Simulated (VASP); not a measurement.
Nb, 1 atom in the cell. Symmetry: Im-3m, No. 229, cubic system. Conventional cell: a = 3.300 Å, b = 3.300 Å, c = 3.300 Å, α = 90.00°, β = 90.00°, γ = 90.00°. Nb (site symmetry m-3m) has 14 Nb at 2.86 to 3.30 Å within 3.8 Å. 

```yaml
Program: VASP 6.6.1
Task: single point
Functional: PBEsol
Potentials_or_basis: VASP PAW PBE potentials, release 64 (Nb_sv)
Cutoff: 520 eV
k_mesh: 34 × 34 × 34
Occupations: methfessel-paxton, width 0.1 eV
Spin: no spin polarisation
Dipole_correction: no
Further_INCAR_settings: ALGO = Normal; EDIFF = 1e-06; NBANDS = 12
```

Potentials or basis: VASP PAW PBE potentials, release 64 (Nb_sv).

The run is started by

```console
$ cat potpaw_PBE.64/Nb_sv/POTCAR > POTCAR
$ mpirun -np 1 vasp_std > vasp.out
```

Hardware: 1 thread of AMD EPYC 9R45 96-Core Processor (Zen 5), on a shared host.

Task: How long does it take, and how much memory?

Result: Wall time 2 min on 1 thread of AMD EPYC 9R45 96-Core Processor (Zen 5) (shared host), peak memory 0.29 GiB. Counts: scf iterations 12, k points 1059.
